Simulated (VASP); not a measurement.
Set up this calculation in VASP 6.6.1, as the native input.

```yaml
Task: single point
Functional: r2SCAN
Potentials_or_basis: VASP PAW PBE potentials, release 64 (Cu)
Cutoff: 520 eV
k_mesh: 12 × 12 × 7
Occupations: fermi-dirac, width 0.05 eV
Spin: no spin polarisation
Dipole_correction: no
Further_INCAR_settings: ALGO = Normal; EDIFF = 1e-06; NBANDS = 18
```

The system is Cu.

```xyz
2
Lattice="2.5341 0.0000 0.0000 -1.2670 2.1946 0.0000 0.0000 0.0000 4.1126" Properties=species:S:1:pos:R:3 pbc="T T T"
Cu    1.2670    0.7315    3.0844
Cu    0.0000    1.4631    1.0281
```

These files were run (other wordings do the same):

POSCAR

```
Cu
1.0
    2.5340966698      0.0000000000      0.0000000000
   -1.2670483349      2.1945920917      0.0000000000
    0.0000000000      0.0000000000      4.1125710000
Cu
2
Direct
    0.6666666667      0.3333333333      0.7500000000
    0.3333333333      0.6666666667      0.2500000000
```

INCAR.step1

```
  ALGO = Normal
  EDIFF = 1E-4
  ENCUT = 520
  GGA = PE
  ISMEAR = -1
  LASPH = True
  LCHARG = False
  LREAL = False
  LWAVE = True
  NBANDS = 18
  NELM = 60
  PREC = Accurate
  SIGMA = 0.05
```

INCAR.step2

```
  ALGO = Normal
  EDIFF = 1E-6
  ENCUT = 520
  ISIF = 2
  ISMEAR = -1
  ISTART = 1
  LASPH = True
  LCHARG = False
  LMIXTAU = True
  LREAL = False
  LWAVE = False
  METAGGA = R2SCAN
  NBANDS = 18
  NELM = 60
  PREC = Accurate
  SIGMA = 0.05
```

KPOINTS

```
k-points
0
Gamma
  12 12 7
```

Potentials or basis: VASP PAW PBE potentials, release 64 (Cu).

Run with:

```console
$ cat potpaw_PBE.64/Cu/POTCAR > POTCAR
$ cp INCAR.step1 INCAR
$ mpirun -np 1 vasp_std > vasp.out
$ cp INCAR.step2 INCAR
$ mpirun -np 1 vasp_std > vasp.out
```

Results of the run:

* Pressure: 1.1 GPa
* Band gap on the k mesh: zero (band 11 reaches 12.01 eV, above the bottom of band 12 at 5.77 eV)

Caveat: the PAW data sets were made with another functional, which shifts forces and pressure a little.

Run time: 68 s on 1 thread of AMD EPYC 9R45 96-Core Processor (Zen 5) (shared host), peak memory 0.12 GiB.
